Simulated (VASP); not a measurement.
B32HN32 (a cell with a defect):

```
B N H
1.0
     7.21159    0.00000    0.00000
     0.00000    7.21159    0.00000
     0.00000    0.00000    7.21159
B N H
32 32 1
Cartesian
  7.2091 0.0031 7.2080
  7.2075 0.0016 3.6025
  7.2074 3.6091 7.2063
  7.1992 3.6124 3.6057
  3.6039 0.0016 7.2064
  3.6070 7.2050 3.6058
  3.6068 3.6124 7.1982
  3.6093 3.6151 3.6080
  1.7978 1.8033 7.1992
  1.7955 1.8013 3.6076
  1.8004 5.4144 7.2063
  1.7975 5.4219 3.6051
  5.4087 1.8062 7.2063
  5.4163 1.8030 3.6052
  5.4072 5.4124 7.2076
  5.4085 5.4142 3.6020
  1.7978 7.2057 1.7966
  1.8006 0.0016 5.4077
  1.7952 3.6147 1.7940
  1.7973 3.6119 5.4152
  5.4089 0.0014 1.7993
  5.4069 0.0028 5.4059
  5.4164 3.6117 1.7962
  5.4085 3.6088 5.4075
  7.2002 1.8033 1.7967
  7.2074 1.8059 5.4076
  7.2075 5.4143 1.7992
  7.2088 5.4125 5.4057
  3.6090 1.8007 1.7940
  3.6063 1.8032 5.4154
  3.6066 5.4220 1.7964
  3.6033 5.4141 5.4074
  0.9013 0.9068 0.9002
  0.8972 0.9029 4.5112
  0.8972 4.5179 0.8959
  0.9009 4.5131 4.5063
  4.5124 0.9029 0.8960
  4.5076 0.9066 4.5064
  4.5077 4.5132 0.8998
  4.5115 4.5172 4.5104
  2.7047 2.7102 0.8657
  2.7037 2.7098 4.5419
  2.7048 6.3162 0.8955
  2.7044 6.3158 4.5108
  6.3103 2.7101 0.8954
  6.3100 2.7098 4.5109
  6.3105 6.3158 0.8994
  6.3101 6.3157 4.5065
  2.7047 0.8722 2.7034
  2.7046 0.9024 6.3095
  2.7038 4.5485 2.7027
  2.7043 4.5177 6.3089
  6.3104 0.9022 2.7034
  6.3103 0.9063 6.3091
  6.3101 4.5174 2.7030
  6.3100 4.5133 6.3089
  0.8666 2.7104 2.7034
  0.8964 2.7101 6.3093
  0.8968 6.3160 2.7033
  0.9007 6.3159 6.3091
  4.5428 2.7095 2.7027
  4.5119 2.7099 6.3090
  4.5121 6.3158 2.7032
  4.5079 6.3158 6.3090
  2.7053 2.7096 2.7053
```

Program: VASP 6.6.1. Alike in all runs: task single point; potentials or basis VASP PAW PBE potentials, release 64 (B, N, H); spin collinear; cell as given; k mesh 1 × 1 × 1, shifted; smearing fermi-dirac 0.05 eV.

**Question.** Order these runs on this cell by their band gap on the k mesh, lowest first.
A. level r2SCAN; cutoff (eV) 580
B. level PBEsol; cutoff (eV) 520
C. level HSE06; cutoff (eV) 520; grid for exact exchange (PRECFOCK) Fast; share of exact exchange 0.25; screening parameter 0.2079 1/Å

**Answer.** B (1.23 eV), A (2.25 eV), C (2.96 eV).

A k mesh can miss the band edges.
